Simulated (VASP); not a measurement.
Here is a VASP 6.6.1 calculation.

File INCAR:

```
PREC     = Accurate       # precision mode
ENCUT    = 500            # plane-wave cutoff, eV
EDIFF    = 1E-6           # SCF threshold, eV
ISMEAR   = 0              # smearing method
SIGMA    = 0.05           # smearing width, eV
LREAL    = False          # projectors in reciprocal space
LASPH    = True           # aspherical terms in the spheres
NELM     = 120            # most SCF steps
ALGO     = Normal         # electronic algorithm
ISIF     = 2              # what is computed and relaxed
LWAVE    = False          # write WAVECAR
LCHARG   = False          # write CHGCAR
GGA      = CA             # functional
NBANDS   = 11             # bands
GGA_COMPAT= False
```

Contents of KPOINTS:

```
Automatic mesh
0
Gamma
  10 10 10
```

Contents of POSCAR:

```
BP
1.0
    0.0000000000      2.2690000000      2.2690000000
    2.2690000000      0.0000000000      2.2690000000
    2.2690000000      2.2690000000      0.0000000000
B P
1 1
Direct
    0.0000000000      0.0000000000      0.0000000000
    0.7500000000      0.7500000000      0.7500000000
```

Potentials or basis: VASP PAW LDA potentials, release 64 (B, P).

The run is started by

```bash
$ cat potpaw_LDA.64/B/POTCAR potpaw_LDA.64/P/POTCAR > POTCAR
$ mpirun -np 1 vasp_std > vasp.out
```

**Question.** What does it give for the band gap on the k mesh?

**Answer.** 1.19 eV, indirect (least direct gap 3.38 eV).

**Question.** Predict the pressure.

**Answer.** -5.3 GPa.

A k mesh can miss the band edges. LDA gaps usually lie below the measured ones, often by a third to a half.
